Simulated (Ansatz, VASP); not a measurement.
Two plane-wave programs on Al3Ru

```
CELL_PARAMETERS angstrom
4.90828 0.00000 0.00000
0.00000 4.90828 0.00000
0.00000 0.00000 4.90828
ATOMIC_POSITIONS crystal
Al 0.50000 0.25000 0.00000
Al 0.50000 0.75000 0.00000
Al 0.25000 0.00000 0.50000
Al 0.75000 0.00000 0.50000
Al 0.00000 0.50000 0.25000
Al 0.00000 0.50000 0.75000
Ru 0.50000 0.50000 0.50000
Ru 0.00000 0.00000 0.00000
```

Change from the starting cell: species swapped into the Zr3Au type (Pm-3n, No. 223).

Alike in both runs: task single point; functional PBE; k mesh 4 × 4 × 4; occupations gaussian, width 0.1 eV; collinear spin.

|  | VASP | Ansatz |
| --- | --- | --- |
| version | VASP 6.6.1 | Ansatz 0.2.0 |
| potentials or method | VASP PAW PBE potentials, release 64 (Al, Ru_pv), cutoff 520 eV | scalar-relativistic, plane waves, PAW |
| valence electrons in the cell | 46 | 50 |

VASP gave:

```
gap on the k mesh at the Fermi level (eV) : none
pressure (GPa)                            : -0.2
net moment per atom (μB)                  : 0.00
```

Problem. Estimate Ansatz's values.

Solution. gap on the k mesh at the Fermi level (eV): none; pressure (GPa): -0.1; net moment per atom (μB): 0.00.

A gap of «none» marks a metal or a gap that the smearing closes. VASP's potentials hold 46 valence electrons a cell and Ansatz's 50, so a difference there can come from the potentials and not from the codes. Ansatz's warnings: seeded moment not kept.
